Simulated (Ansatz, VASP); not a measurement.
## One calculation of InP, two programs

POSCAR

```
InP
1.0
    0.0000000000      2.9305000000      2.9305000000
    2.9305000000      0.0000000000      2.9305000000
    2.9305000000      2.9305000000      0.0000000000
In P
1 1
Direct
    0.0000000000      0.0000000000      0.0000000000
    0.7500000000      0.7500000000      0.7500000000
```

Contents of INCAR.step1:

```
SYSTEM = InP
  ALGO = Normal
  EDIFF = 1E-5
  ENCUT = 520
  GGA = PE
  ISIF = 2
  ISMEAR = -1
  LASPH = .TRUE.
  LCHARG = .FALSE.
  LREAL = .FALSE.
  LWAVE = .TRUE.
  NBANDS = 16
  NELM = 80
  PREC = Accurate
  SIGMA = 0.05
```

INCAR.step2

```
SYSTEM = InP
  AEXX = 1.0
  AGGAC = 0.0
  ALDAC = 0.0
  ALGO = Normal
  EDIFF = 1E-7
  ENCUT = 520
  GGA = PE
  ISIF = 2
  ISMEAR = -1
  ISTART = 1
  LASPH = .TRUE.
  LCHARG = .FALSE.
  LHFCALC = .TRUE.
  LREAL = .FALSE.
  LWAVE = .FALSE.
  NBANDS = 16
  NELM = 80
  PREC = Accurate
  PRECFOCK = Normal
  SIGMA = 0.05
```

Contents of KPOINTS:

```
k-points
0
G
  4 4 4
  0 0 0
```

File input.yaml:

```yaml
crystal:
  lattice:
    - [0.0, 2.9305, 2.9305]
    - [2.9305, 0.0, 2.9305]
    - [2.9305, 2.9305, 0.0]
  atoms:
    - { symbol: In, position: [0.0, 0.0, 0.0] }
    - { symbol: P, position: [0.75, 0.75, 0.75] }
hamiltonian:
  xc: hf
  pseudopotentials: { kind: paw }
kpoints:
  mp_grid: { grid: [4, 4, 4] }
  band_path:
    path:
      - [[0.0, 0.0, 0.0], [0.5, 0.0, 0.5], [0.5, 0.25, 0.75], [0.375, 0.375, 0.75], [0.0, 0.0, 0.0], [0.5, 0.5, 0.5], [0.625, 0.25, 0.625], [0.5, 0.25, 0.75], [0.5, 0.5, 0.5], [0.375, 0.375, 0.75]]
      - [[0.625, 0.25, 0.625], [0.5, 0.0, 0.5]]
    npoints: 4
scf:
  occupations: { method: fermi_dirac, width: 0.05 }
  n_extra_bands: 6
output:
  forces: true
  stress: true
  eigenvalues: true
  fatbands: false
```

Alike in both runs: functional HF; k mesh 4 × 4 × 4; occupations fermi-dirac, width 0.05 eV; no spin polarisation.

|  | VASP | Ansatz |
| --- | --- | --- |
| version | VASP 6.6.1 | Ansatz 0.2.0 |
| potentials or method | VASP PAW PBE potentials, release 64 (In_d, P) | Ansatz PAW |
| plane-wave cutoff (eV) | 520 | 420 |
| valence electrons in the cell | 18 | 18 |
| task | single point | band structure |

```tsv
	VASP	Ansatz	Ansatz less VASP
gap on the k mesh at the Fermi level (eV)	7.48	7.37	-0.115
least direct gap on the mesh (eV)	7.48	7.37	-0.115
pressure (GPa)	4.6	5.3	+0.73
```

VASP's potentials were made for PBE, not for HF.

The k mesh is coarse, so the values compare programs but aren't converged.
